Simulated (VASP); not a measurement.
# LiSm3 (Pm-3m) in VASP: single point with PBE

Aim: the single point of LiSm3 with PBE.

All numbers are computed with VASP 6.6.1; they aren't measurements. Logs are shortened: lines on timing, memory, paths and dates and some standing lists are left out, and cuts for length are marked.

## (1) The cell of the first run

It takes space group Pm-3m (No. 221, cubic). The conventional cell has a = 4.893 Å, b = 4.893 Å, c = 4.893 Å, α = 90.00°, β = 90.00°, γ = 90.00°. Sm (site symmetry 4/mmm) has 8 Sm at 3.46 Å and 4 Li at 3.46 Å within 4.5 Å. Within 4.5 Å of Li (site symmetry m-3m) lie 12 Sm at 3.46 Å.

## (2) Single point, PBE, collinear spin, ferromagnetic start

INCAR

```
ALGO = Normal
EDIFF = 1E-6
ENCUT = 520
GGA = PE
ISIF = 2
ISMEAR = -1
ISPIN = 2
LASPH = True
LCHARG = False
LMAXMIX = 6
LORBIT = 11
LREAL = False
LWAVE = False
MAGMOM = 5 5 5 0
NBANDS = 38
NELM = 150
PREC = Accurate
SIGMA = 0.05
```

KPOINTS

```
k-points
0
Gamma
  6 6 6
```

POSCAR

```
LiSm3
1.0
    4.8930762283      0.0000000000      0.0000000000
    0.0000000000      4.8930762283      0.0000000000
    0.0000000000      0.0000000000      4.8930762283
Sm Li
3 1
Direct
    0.5000000000      0.5000000000      0.0000000000
    0.5000000000      0.0000000000      0.5000000000
    0.0000000000      0.5000000000      0.5000000000
    0.0000000000      0.0000000000      0.0000000000
```

Potentials or basis: VASP PAW PBE potentials, release 64 (Sm, Li_sv).

Run with:

```sh
> cat potpaw_PBE.64/Sm/POTCAR potpaw_PBE.64/Li_sv/POTCAR > POTCAR
> mpirun -np 1 vasp_std > vasp.out
```

OUTCAR:

```text
EDIFF = 1E-6
   ENCUT = 520
   GGA = PE
   ISIF = 2
   ISMEAR = -1
   ISPIN = 2
   LASPH = True
   LORBIT = 11
   LREAL = False
   NELM = 150
   PREC = Accurate

 ion  position               nearest neighbor table
   1  0.500  0.500  0.000-   2 3.46   3 3.46   2 3.46   3 3.46   2 3.46   2 3.46   3 3.46   3 3.46

   2  0.500  0.000  0.500-   1 3.46   3 3.46   1 3.46   1 3.46   3 3.46   1 3.46   3 3.46   3 3.46

   3  0.000  0.500  0.500-   1 3.46   2 3.46   1 3.46   2 3.46   1 3.46   2 3.46   1 3.46   2 3.46

   4  0.000  0.000  0.000-

  LATTYP: Found a simple cubic cell.
 ALAT       =     4.8930762283

  Lattice vectors:

 A1 = (   4.8930762283,   0.0000000000,   0.0000000000)
 A2 = (   0.0000000000,   4.8930762283,   0.0000000000)
 A3 = (   0.0000000000,   0.0000000000,   4.8930762283)

Analysis of symmetry for initial positions (statically):
=====================================================================
 Subroutine PRICEL returns:
 Original cell was already a primitive cell.

 Routine SETGRP: Setting up the symmetry group for a
 simple cubic supercell.

 Subroutine GETGRP returns: Found 48 space group operations
 (whereof 48 operations were pure point group operations)
 out of a pool of 48 trial point group operations.

The static configuration has the point symmetry O_h .

Analysis of symmetry for dynamics (positions and initial velocities):
=====================================================================
 Subroutine PRICEL returns:
 Original cell was already a primitive cell.

 Routine SETGRP: Setting up the symmetry group for a
 simple cubic supercell.

 Subroutine GETGRP returns: Found 48 space group operations
 (whereof 48 operations were pure point group operations)
 out of a pool of 48 trial point group operations.

The dynamic configuration has the point symmetry O_h .

Analysis of structural, dynamic, and magnetic symmetry:
=====================================================================
 Subroutine PRICEL returns:
 Original cell was already a primitive cell.

 Routine SETGRP: Setting up the symmetry group for a
 simple cubic supercell.

 Subroutine GETGRP returns: Found 48 space group operations
 (whereof 48 operations were pure point group operations)
 out of a pool of 48 trial point group operations.

The overall configuration has the point symmetry O_h .

 Subroutine INISYM returns: Found 48 space group operations
 (whereof 48 operations are pure point group operations),
[... 122 lines left out ...]
   AEXX    =    0.0000 exact exchange contribution
   IVDW    =     0    specifies the selected vdW correction
   LEPSILON=     F    determine dielectric tensor
   LRPA    =     F    only Hartree local field effects (RPA)
 spin polarized calculation
  energy-cutoff  :      520.00
  volume of cell :      117.15
 maximum number of plane-waves:      3184
   NGX = 19   NGY = 19   NGZ = 19

 number of electron      51.0000015 magnetization      20.0171222

 Free energy of the ion-electron system (eV)
  ---------------------------------------------------
  ext. energy  EPLUGINS =         0.00000000
  ---------------------------------------------------
  free energy    TOTEN  =       -29.42138207 eV

  energy without entropy =      -29.28888978  energy(sigma->0) =      -29.35513593

 E-fermi :   2.7699     XC(G=0):  -9.4754

 val. band max:        2.7651379672   @ k =   0.5000   0.3333   0.0000
 cond. band min:       2.7776883207   @ k =   0.3333   0.3333   0.0000
 fundamental gap:      0.0125503535
 Fermi energy:         2.7698568355

 spin component 1

 k-point     1 :       0.0000    0.0000    0.0000
  band No.  band energies     occupation
      1     -42.9840      1.00000
      2     -37.2661      1.00000
      3     -37.0859      1.00000
      4     -37.0859      1.00000
      5     -17.3464      1.00000
      6     -17.3464      1.00000
[... 789 lines left out ...]
     36       2.8648      0.13025
     37       2.8649      0.13001
 Fermi energy:         2.7698568355

 spin component 2

 k-point     1 :       0.0000    0.0000    0.0000
  band No.  band energies     occupation
      1     -42.9678      1.00000
      2     -34.5565      1.00000
      3     -34.3484      1.00000
      4     -34.3484      1.00000
      5     -15.3157      1.00000
      6     -15.3157      1.00000
[... 789 lines left out ...]
     36       6.6780      0.00000
     37       6.6780      0.00000
 [bands above 37 left out]

------------------------ aborting loop because EDIFF is reached ----------------------------------------

  FORCE on cell =-STRESS in cart. coord.  units (eV):
  Direction    XX          YY          ZZ          XY          YZ          ZX
  --------------------------------------------------------------------------------------
  -------------------------------------------------------------------------------------
  Total        2.2512014      2.2512014      2.2512014     -0.0000000     -0.0000000      0.0000000
  in kB       30.7878237     30.7878237     30.7878237     -0.0000000     -0.0000000      0.0000000
  external PRESSURE =      30.7878237 kB  Pullay stress =       0.0000000 kB

 VOLUME and BASIS-vectors are now :
 -----------------------------------------------------------------------------
  energy-cutoff  :      520.00
  volume of cell :      117.15
      direct lattice vectors                 reciprocal lattice vectors
     4.893076228  0.000000000  0.000000000     0.204370411  0.000000000  0.000000000
     0.000000000  4.893076228  0.000000000     0.000000000  0.204370411  0.000000000
     0.000000000  0.000000000  4.893076228     0.000000000  0.000000000  0.204370411

 POSITION                                       TOTAL-FORCE (eV/Angst)
 -----------------------------------------------------------------------------------
      2.44654      2.44654      0.00000         0.000000      0.000000      0.000000
      2.44654      0.00000      2.44654         0.000000      0.000000      0.000000
      0.00000      2.44654      2.44654         0.000000      0.000000      0.000000
      0.00000      0.00000      0.00000         0.000000      0.000000      0.000000
 -----------------------------------------------------------------------------------
    total drift:                                0.000000      0.000000      0.000000

  FREE ENERGIE OF THE ION-ELECTRON SYSTEM (eV)
  ---------------------------------------------------
  free  energy   TOTEN  =       -29.4213820717 eV

  energy  without entropy=      -29.2888897794  energy(sigma->0) =      -29.35513593

 total charge

# of ion       s       p       d       f       tot
--------------------------------------------------
    1        2.078   5.606   0.504   5.508  13.696
    2        2.078   5.606   0.504   5.508  13.696
    3        2.078   5.606   0.504   5.508  13.696
    4        2.046   0.048   0.000   0.000   2.094
--------------------------------------------------
tot          8.281  16.866   1.512  16.525  43.184

 magnetization (x)

# of ion       s       p       d       f       tot
--------------------------------------------------
    1        0.005  -0.065   0.306   5.501   5.746
    2        0.005  -0.065   0.306   5.501   5.746
    3        0.005  -0.065   0.306   5.501   5.746
    4       -0.003   0.016   0.000   0.000   0.013
--------------------------------------------------
tot          0.011  -0.179   0.918  16.502  17.253
```

stdout:

```text
POSCAR found type information on POSCAR SmLi
 POSCAR found :  2 types and       4 ions
 scaLAPACK will be used
 LDA part: xc-table for (Slater+PW92), standard interpolation
 POSCAR, INCAR and KPOINTS ok, starting setup
 FFT: planning ... GRIDC
[... 17 lines left out ...]
|     is unoccupied at all k-points. It is always recommended to include      |
|     a few unoccupied bands to accelerate the convergence of                 |
|     molecular-dynamics runs (even for insulators or semiconductors),        |
|     since the presence of unoccupied bands improves wavefunction            |
|     prediction and helps to suppress 'band-crossings'.                      |
|                                                                             |
 -----------------------------------------------------------------------------
```

Wall time 6 min (1 thread of Intel Xeon 6975P-C (Granite Rapids), shared host); peak memory 0.34 GiB.

Results:

```yaml
Free_energy: -29.4214 eV
Net_moment: 20.02 μB per cell
Site_moments: Sm +5.75; Li +0.01 μB
Valence_electrons_inside_the_program's_atomic_spheres: Sm 13.70; Li 2.09
```

Levels at points of the mesh, in eV from the Fermi level:
Spin up:
```csv
k point,band 31,band 32,band 33,band 34,band 35,band 36,band 37,band 38
"(0.00, 0.00, 0.00)",-0.22,-0.22,-0.22,-0.15,-0.15,-0.15,0.04,0.04
"(0.50, 0.00, 0.00)",-0.30,-0.28,-0.25,-0.09,-0.08,-0.08,0.07,0.35
"(0.50, 0.50, 0.00)",-0.22,-0.22,-0.22,-0.21,-0.04,0.05,0.05,0.09
"(0.50, 0.50, 0.50)",-0.21,-0.21,-0.10,-0.10,-0.10,0.09,0.10,0.10
```
Spin down:
```
           k point  band 14  band 15  band 16  band 17  band 18  band 19
(0.00, 0.00, 0.00)    -3.19    -1.50     0.18     0.18     0.73     0.73
(0.50, 0.00, 0.00)    -1.55    -1.02    -0.25     1.08     1.08     1.15
(0.50, 0.50, 0.00)    -0.23    -0.23    -0.12     0.55     0.95     1.53
(0.50, 0.50, 0.50)    -1.28    -0.05    -0.05    -0.05     1.82     1.82
```

Caveat: the cutoff is under 1.25 times the usual one of these potentials, so pressure, stress and relaxed cells hold a basis-set (Pulay) error; the magnetic or orbital state may not be the lowest; the highest band is partly filled, so the run has too few bands; spin-orbit coupling is left out, which moves the levels of the heavy elements; semilocal functionals describe open f shells poorly, which spoils levels, moments and volumes.
